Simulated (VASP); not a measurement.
## ZnS (Wurtzite-2H): single point with PBE

The system is ZnS (Wurtzite-2H).

```
Zn S
1.0
     3.81100    0.00000    0.00000
    -1.90550    3.30042    0.00000
     0.00000    0.00000    6.23400
Zn S
2 2
Direct
  0.33333 0.66667 0.00000
  0.66667 0.33333 0.50000
  0.33333 0.66667 0.38500
  0.66667 0.33333 0.88500
```

| Property | Result |
| --- | --- |
| Program | VASP 6.6.1 |
| Task | single point |
| Functional | PBE |
| Potentials or basis | VASP PAW PBE potentials, release 64 (Zn, S) |
| Cutoff | 500 eV |
| k mesh | 3 × 3 × 2 |
| Occupations | gaussian, width 0.01 eV |
| Spin | no spin polarisation |

```
Pressure               : 3.1 GPa
Largest force          : 0.374 eV/Å
Band gap on the k mesh : 2.24 eV, direct
```

Forces in eV/Å, atoms in the order of the input:
```
Zn   0.000  0.000  0.374
Zn   0.000  0.000  0.374
S    0.000  0.000 -0.374
S    0.000  0.000 -0.374
```

Stress tensor (GPa, compression positive):
```
4.35 0.00 0.00
0.00 4.35 0.00
0.00 0.00 0.70
```

Levels at points of the mesh, in eV from the valence-band top:
```csv
k point,band 15,band 16,band 17,band 18,band 19,band 20,band 21,band 22
"(0.00, 0.00, 0.00)",-0.86,-0.01,-0.01,0.00,2.24,2.97,6.27,6.27
"(0.00, 0.00, 0.50)",-0.45,-0.45,-0.45,-0.45,3.49,3.49,6.71,6.71
```

Run time: 14 s on 1 thread of Intel(R) Xeon(R) Platinum 8259CL CPU @ 2.50GHz (Skylake/Cascade Lake), with other jobs on the host, peak memory 0.18 GiB.

Caveat: the k points lie up to 0.63 Å⁻¹ apart. PBE gaps usually lie below the measured ones, often by a third to a half.
